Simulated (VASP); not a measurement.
Set up this calculation in VASP 6.6.1, as the native input.

- Task: single point
- Functional: PBE
- Potentials or basis: VASP PAW PBE potentials, release 64 (Zn, O)
- Cutoff: 520 eV
- k mesh: 12 × 12 × 4
- Occupations: gaussian, width 0.1 eV
- Spin: no spin polarisation
- Dipole correction: no
- Further INCAR settings: ALGO = Normal; EDIFF = 1e-06; NBANDS = 35

The structure of Zn4O lies in POSCAR:

```
Zn4O
1.0
    3.0397018791      0.0000000000      0.0000000000
   -1.5198509396      2.6324590472      0.0000000000
    0.0000000000      0.0000000000      9.0370511697
Zn O
4 1
Direct
    0.6666666667      0.3333333333      0.0187892873
    0.0000000000      0.0000000000      0.6999552407
    0.3333333333      0.6666666667      0.4633961236
    0.0000000000      0.0000000000      0.2363102404
    0.6666666667      0.3333333333      0.8060677681
```

The input as run:

INCAR

```
SYSTEM = Zn4O
ALGO = Normal
EDIFF = 1E-6
ENCUT = 520
GGA = PE
ISIF = 2
ISMEAR = 0
LASPH = .TRUE.
LCHARG = .TRUE.
LELF = .TRUE.
LREAL = .FALSE.
LVHAR = .TRUE.
LWAVE = .FALSE.
NBANDS = 35
NELM = 100
PREC = Accurate
SIGMA = 0.1
```

KPOINTS

```
k-points
0
G
  12 12 4
  0 0 0
```

Potentials or basis: VASP PAW PBE potentials, release 64 (Zn, O).

Command:

```bash
$ cat potpaw_PBE.64/Zn/POTCAR potpaw_PBE.64/O/POTCAR > POTCAR
$ mpirun -np 1 vasp_std > vasp.out
```

Results of the run:

- Pressure: 0.5 GPa
- Largest force: 0.066 eV/Å
- Band gap on the k mesh: zero (band 27 reaches 3.20 eV, above the bottom of band 28 at 2.10 eV)

Wall time 75 s on 1 thread of Intel(R) Xeon(R) 6975P-C (Granite Rapids), on a shared host, peak memory 0.27 GiB.
